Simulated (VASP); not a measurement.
# SiC (I-4m2) in VASP: single point with PBE

Aim: the single point of SiC with PBE.

Everything below comes from runs of VASP 6.6.1. Logs are shortened: lines on timing, memory, paths and dates and some standing lists are left out, and cuts for length are marked.

### Step 1. The cell of the first run

It takes space group I-4m2 (No. 119, tetragonal). The conventional cell has a = 3.047 Å, b = 3.047 Å, c = 4.525 Å, α = 90.00°, β = 90.00°, γ = 90.00°. Within 2.5 Å of Si (site symmetry -4m2) lie 4 C at 1.90 Å. C (site symmetry -4m2) has 4 Si at 1.90 Å within 2.5 Å.

### Step 2. Single point, PBE

The input, INCAR:

```
SYSTEM = SiC
ALGO = Normal
EDIFF = 1E-6
ENCUT = 520
GGA = PE
ISIF = 2
ISMEAR = 0
LASPH = .True.
LCHARG = .False.
LREAL = .False.
LWAVE = .False.
NBANDS = 11
NELM = 80
PREC = Accurate
SIGMA = 0.05
```

The input, KPOINTS:

```
k-points
0
Gamma
  12 12 12
  0 0 0
```

The input, POSCAR:

```
SiC
1.0
    0.0000000000      2.1545375266      2.2622644030
    2.1545375266      0.0000000000      2.2622644030
    2.1545375266      2.1545375266      0.0000000000
Si C
1 1
Direct
    0.0000000000      0.0000000000      0.0000000000
    0.7500000000      0.7500000000      0.7500000000
```

Potentials or basis: VASP PAW PBE potentials, release 64 (Si, C).

Run with:

```sh
$ cat potpaw_PBE.64/Si/POTCAR potpaw_PBE.64/C/POTCAR > POTCAR
$ mpirun -np 1 vasp_std > vasp.out
```

OUTCAR:

```text
SYSTEM = SiC
   EDIFF = 1E-6
   ENCUT = 520
   GGA = PE
   ISIF = 2
   ISMEAR = 0
   LASPH = .True.
   LREAL = .False.
   NELM = 80
   PREC = Accurate

 ion  position               nearest neighbor table
   1  0.000  0.000  0.000-   2 1.90   2 1.90   2 1.90   2 1.90
   2  0.750  0.750  0.750-   1 1.90   1 1.90   1 1.90   1 1.90

  LATTYP: Found a body centered tetragonal cell.
 ALAT       =     3.0469761908
 C/A-ratio  =     1.4849242405

  Lattice vectors:

 A1 = (  -2.1545375266,   0.0000000000,   2.2622644030)
 A2 = (   2.1545375266,   0.0000000000,   2.2622644030)
 A3 = (   0.0000000000,   2.1545375266,  -2.2622644030)

Analysis of symmetry for initial positions (statically):
=====================================================================
 Subroutine PRICEL returns:
 Original cell was already a primitive cell.

 Routine SETGRP: Setting up the symmetry group for a
 body centered tetragonal supercell.

 Subroutine GETGRP returns: Found  8 space group operations
 (whereof  8 operations were pure point group operations)
 out of a pool of 16 trial point group operations.

The static configuration has the point symmetry D_2d.

Analysis of symmetry for dynamics (positions and initial velocities):
=====================================================================
 Subroutine PRICEL returns:
 Original cell was already a primitive cell.

 Routine SETGRP: Setting up the symmetry group for a
 body centered tetragonal supercell.

 Subroutine GETGRP returns: Found  8 space group operations
 (whereof  8 operations were pure point group operations)
 out of a pool of 16 trial point group operations.

The dynamic configuration has the point symmetry D_2d.

 Subroutine INISYM returns: Found  8 space group operations
 (whereof  8 operations are pure point group operations),
 and found     1 'primitive' translations

----------------------------------------------------------------------------------------

                                     Primitive cell

  volume of cell :      21.0030

  direct lattice vectors                    reciprocal lattice vectors
     0.000000000  2.154537527  2.262264403    -0.232068364  0.232068364  0.221017490
     2.154537527  0.000000000  2.262264403     0.232068364 -0.232068364  0.221017490
     2.154537527  2.154537527  0.000000000     0.232068364  0.232068364 -0.221017490

  length of vectors
     3.124079414  3.124079414  3.046976191     0.395676866  0.395676866  0.395676866

  position of ions in fractional coordinates (direct lattice)
     0.000000000  0.000000000  0.000000000
     0.750000000  0.750000000  0.750000000

  ion indices of the primitive-cell ions
   primitive index   ion index
                 1           1
                 2           2

----------------------------------------------------------------------------------------

 KPOINTS: k-points

Automatic generation of k-mesh.
 Grid dimensions read from file:
 generate k-points for:   12   12   12

 Generating k-lattice:

  Cartesian coordinates                     Fractional coordinates (reciprocal lattice)
    -0.019339030  0.019339030  0.018418124     0.083333333  0.000000000  0.000000000
     0.019339030 -0.019339030  0.018418124     0.000000000  0.083333333  0.000000000
     0.019339030  0.019339030 -0.018418124    -0.000000000 -0.000000000  0.083333333

  Length of vectors
     0.032973072  0.032973072  0.032973072

  Shift w.r.t. Gamma in fractional coordinates (k-lattice)
     0.000000000  0.000000000  0.000000000

 Subroutine IBZKPT returns following result:
 ===========================================

 Found    163 irreducible k-points:

 Following reciprocal coordinates:
            Coordinates               Weight
  0.000000  0.000000  0.000000      1.000000
  0.083333  0.000000  0.000000      8.000000
  0.166667  0.000000  0.000000      8.000000
  0.250000  0.000000  0.000000      8.000000
  0.333333  0.000000  0.000000      8.000000
  0.416667 -0.000000  0.000000      8.000000
[... 16 lines left out ...]
  0.500000  0.166667  0.000000      8.000000
 -0.416667  0.166667  0.000000      8.000000
 [... further k-points ...]
   k-points           NKPTS =    163   k-points in BZ     NKDIM =    163   number of bands    NBANDS=     11
   number of dos      NEDOS =    301   number of ions     NIONS =      2
   total plane-waves  NPLWV =  13824
   dimension x,y,z NGX =    24 NGY =   24 NGZ =   24
   dimension x,y,z NGXF=    48 NGYF=   48 NGZF=   48
   ions per type =               1   1
   NGX,Y,Z   is equivalent  to a cutoff of  12.77, 12.77, 13.09 a.u.
   NGXF,Y,Z  is equivalent  to a cutoff of  25.54, 25.54, 26.19 a.u.
 SYSTEM =  SiC
   PREC   = accura    normal or accurate (medium, high low for compatibility)
   ISTART =      0    job   : 0-new  1-cont  2-samecut
   ICHARG =      2    charge: 1-file 2-atom 10-const
   ISPIN  =      1    spin polarized calculation?
   LNONCOLLINEAR =      F non collinear calculations
   LSORBIT =      F    spin-orbit coupling
   LASPH  =      T    aspherical Exc in radial PAW
   ENCUT  =  520.0 eV  38.22 Ry    6.18 a.u.   5.81  5.81  5.67*2*pi/ulx,y,z
   NELM   =     80;   NELMIN=  2; NELMDL= -5     # of ELM steps
   EDIFF  = 0.1E-05   stopping-criterion for ELM
   LREAL  =      F    real-space projection
   EDIFFG = 0.1E-04   stopping-criterion for IOM
   NSW    =      0    number of steps for IOM
   IBRION =     -1    ionic relax: 0-MD 1-quasi-New 2-CG
   NFREE  =      0    steps in history (QN), initial steepest desc. (CG)
   ISIF   =      2    stress and relaxation
   ISYM   =      2    0-nonsym 1-usesym 2-fastsym
   POTIM  = 0.5000    time-step for ionic-motion
   TEBEG  =    0.0;   TEEND  =   0.0 temperature during run
   PSTRESS=    0.0 pullay stress
   NELECT =       8.0000    total number of electrons
   NUPDOWN=      -1.0000    fix difference up-down
   EMIN   =  10.00;   EMAX   =-10.00  energy-range for DOS
   EFERMI =   0.00;   METHOD = LEGACY
   ISMEAR =     0;   SIGMA  =   0.05  broadening in eV -4-tet -1-fermi 0-gaus
   EFERMI_NEDOS =   21; number of points for ismear=-14 and -15
   IALGO  =     38    algorithm
   IMIX   =      4    mixing-type and parameters
     AMIX     =   0.40;   BMIX     =  1.00
     AMIX_MAG =   1.60;   BMIX_MAG =  1.00
  volume/ion in A,a.u.               =      10.50        70.87
  Fermi-wavevector in a.u.,A,eV,Ry     =   1.186709  2.242555 19.160797  1.408279
  Thomas-Fermi vector in A             =   2.322876
   LORBIT       =      0    0 simple, 1 ext, 2 COOP (PROOUT), +10 PAW based schemes
   GGA     = PE    functional components
   LHFCALC =     F    Hartree Fock is set to
   AEXX    =    0.0000 exact exchange contribution
   IVDW    =     0    specifies the selected vdW correction
   LEPSILON=     F    determine dielectric tensor
   LRPA    =     F    only Hartree local field effects (RPA)
 non-spin polarized calculation
 Gauss-broadening in eV      SIGMA  =   0.05
  energy-cutoff  :      520.00
  volume of cell :       21.00
 maximum number of plane-waves:       577
   NGX = 11   NGY = 11   NGZ = 11

 number of electron       8.0000001 magnetization

 Free energy of the ion-electron system (eV)
  ---------------------------------------------------
  ext. energy  EPLUGINS =         0.00000000
  ---------------------------------------------------
  free energy    TOTEN  =       -15.03243995 eV

  energy without entropy =      -15.03243995  energy(sigma->0) =      -15.03243995

 E-fermi :   8.3311     XC(G=0): -11.2940

 val. band max:        8.0689029376   @ k =   0.0000   0.0000   0.0000
 cond. band min:       9.1836592292   @ k =   0.5000   0.0000   0.5000
 fundamental gap:      1.1147562916
 Fermi energy:         8.3311113395

 k-point     1 :       0.0000    0.0000    0.0000
  band No.  band energies     occupation
      1      -7.3427      2.00000
      2       7.7114      2.00000
      3       8.0689      2.00000
      4       8.0689      2.00000
      5      13.9824      0.00000
      6      15.1166      0.00000
      7      15.1166      0.00000
      8      15.2358      0.00000
      9      21.5446      0.00000
     10      23.1067      0.00000
     11      23.9220      0.00000

 k-point     2 :       0.0833    0.0000    0.0000
  band No.  band energies     occupation
      1      -7.2083      2.00000
      2       7.1825      2.00000
      3       7.7614      2.00000
      4       7.9895      2.00000
      5      14.2366      0.00000
      6      15.1658      0.00000
      7      15.3012      0.00000
      8      15.4767      0.00000
      9      20.9154      0.00000
     10      22.2626      0.00000
     11      24.1673      0.00000

 k-point     3 :       0.1667    0.0000    0.0000
  band No.  band energies     occupation
      1      -6.8091      2.00000
      2       5.5838      2.00000
      3       7.4522      2.00000
      4       7.7935      2.00000
      5      14.0946      0.00000
      6      15.5722      0.00000
      7      15.7076      0.00000
      8      16.2191      0.00000
      9      20.3793      0.00000
     10      21.2859      0.00000
     11      23.6300      0.00000

 k-point     4 :       0.2500    0.0000    0.0000
  band No.  band energies     occupation
      1      -6.1600      2.00000
      2       3.6841      2.00000
      3       7.1238      2.00000
      4       7.5645      2.00000
      5      13.6909      0.00000
      6      15.6048      0.00000
      7      15.9510      0.00000
      8      17.1926      0.00000
      9      20.8006      0.00000
     10      21.1391      0.00000
     11      23.1159      0.00000
[... 239 lines left out ...]
 k-point    22 :       0.4167    0.1667    0.0000
  band No.  band energies     occupation
      1      -4.6359      2.00000
      2       1.6056      2.00000
      3       5.3426      2.00000
      4       6.4305      2.00000
      5      12.8777      0.00000
      6      15.5993      0.00000
      7      17.4404      0.00000
      8      17.5429      0.00000
      9      21.1935      0.00000
     10      24.9699      0.00000
     11      25.5485      0.00000

 k-point    23 :       0.5000    0.1667    0.0000
  band No.  band energies     occupation
      1      -3.7536      2.00000
      2       0.2872      2.00000
      3       4.8438      2.00000
      4       6.5316      2.00000
      5      13.0197      0.00000
      6      15.4143      0.00000
      7      17.0331      0.00000
      8      18.6169      0.00000
      9      21.9473      0.00000
     10      24.9566      0.00000
     11      25.7054      0.00000

 k-point    24 :      -0.4167    0.1667    0.0000
  band No.  band energies     occupation
      1      -3.4946      2.00000
      2      -0.0436      2.00000
      3       4.5382      2.00000
      4       6.7769      2.00000
      5      13.3854      0.00000
      6      15.3193      0.00000
      7      16.6967      0.00000
      8      18.8380      0.00000
      9      22.9303      0.00000
     10      23.1208      0.00000
     11      25.6344      0.00000

 [... further k-points ...]

------------------------ aborting loop because EDIFF is reached ----------------------------------------

  FORCE on cell =-STRESS in cart. coord.  units (eV):
  Direction    XX          YY          ZZ          XY          YZ          ZX
  --------------------------------------------------------------------------------------
  -------------------------------------------------------------------------------------
  Total        0.5770987      0.5770987     -1.2338604      0.0000000     -0.0000000      0.0000000
  in kB       44.0229559     44.0229559    -94.1228605      0.0000000     -0.0000000      0.0000000
  external PRESSURE =      -2.0256496 kB  Pullay stress =       0.0000000 kB

 VOLUME and BASIS-vectors are now :
 -----------------------------------------------------------------------------
  energy-cutoff  :      520.00
  volume of cell :       21.00
      direct lattice vectors                 reciprocal lattice vectors
     0.000000000  2.154537527  2.262264403    -0.232068364  0.232068364  0.221017490
     2.154537527  0.000000000  2.262264403     0.232068364 -0.232068364  0.221017490
     2.154537527  2.154537527  0.000000000     0.232068364  0.232068364 -0.221017490

 POSITION                                       TOTAL-FORCE (eV/Angst)
 -----------------------------------------------------------------------------------
      0.00000      0.00000      0.00000        -0.000000     -0.000000     -0.000000
      3.23181      3.23181      3.39340         0.000000      0.000000      0.000000
 -----------------------------------------------------------------------------------
    total drift:                                0.000000      0.000000     -0.000000

  FREE ENERGIE OF THE ION-ELECTRON SYSTEM (eV)
  ---------------------------------------------------
  free  energy   TOTEN  =       -15.0324399456 eV

  energy  without entropy=      -15.0324399456  energy(sigma->0) =      -15.03243995
```

Run time: 9.2 s. Hardware: 1 thread of Intel Xeon 6975P-C (Granite Rapids), shared host; peak memory 0.15 GiB.

Results:

| Quantity | Value |
| --- | --- |
| Free energy | -15.0324 eV |
| Pressure | -0.2 GPa |
| Band gap on the k mesh | 1.11 eV, indirect (least direct gap 4.48 eV) |
